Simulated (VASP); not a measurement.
Wanted: the native input for a VASP 6.6.1 run.

* Task: single point
* Functional: PBE
* Potentials or basis: VASP PAW PBE potentials, release 64 (Zn, S)
* Cutoff: 520 eV
* k mesh: 12 × 12 × 6
* Occupations: gaussian, width 0.02 eV
* Spin: no spin polarisation
* Dipole correction: no
* Further INCAR settings: ALGO = Normal; EDIFF = 1e-06; NBANDS = 26

The structure of ZnS lies in POSCAR:

```
ZnS
1.0
    3.6978867017      0.0000000000      0.0000000000
   -1.8489433508      3.2024638239      0.0000000000
    0.0000000000      0.0000000000      6.0910652417
Zn S
2 2
Direct
    0.3333333333      0.6666666667      0.0009626737
    0.6666666667      0.3333333333      0.5009626737
    0.3333333333      0.6666666667      0.3740373263
    0.6666666667      0.3333333333      0.8740373263
```

The input as run:

INCAR

```
SYSTEM = ZnS
  PREC = Accurate
  ENCUT = 520
  EDIFF = 1E-6
  ISMEAR = 0
  SIGMA = 0.02
  LREAL = .False.
  LASPH = .True.
  NELM = 80
  ALGO = Normal
  ISIF = 2
  LWAVE = .False.
  LCHARG = .True.
  GGA = PE
  LELF = .True.
  LVHAR = .True.
  NBANDS = 26
```

KPOINTS

```
Automatic mesh
0
Gamma
  12 12 6
  0 0 0
```

Potentials or basis: VASP PAW PBE potentials, release 64 (Zn, S).

Launch:

```console
$ cat potpaw_PBE.64/Zn/POTCAR potpaw_PBE.64/S/POTCAR > POTCAR
$ mpirun -np 1 vasp_std > vasp.out
```

Results of the run:

```json
{
 "Pressure": "10.2 GPa",
 "Largest force": "0.007 eV/Å",
 "Band gap on the k mesh": "2.59 eV"
}
```

Caveat: the cell stands under pressure.

Run time: 69 s on 1 thread of AMD EPYC 9R45 96-Core Processor (Zen 5), on a shared host, peak memory 0.23 GiB.
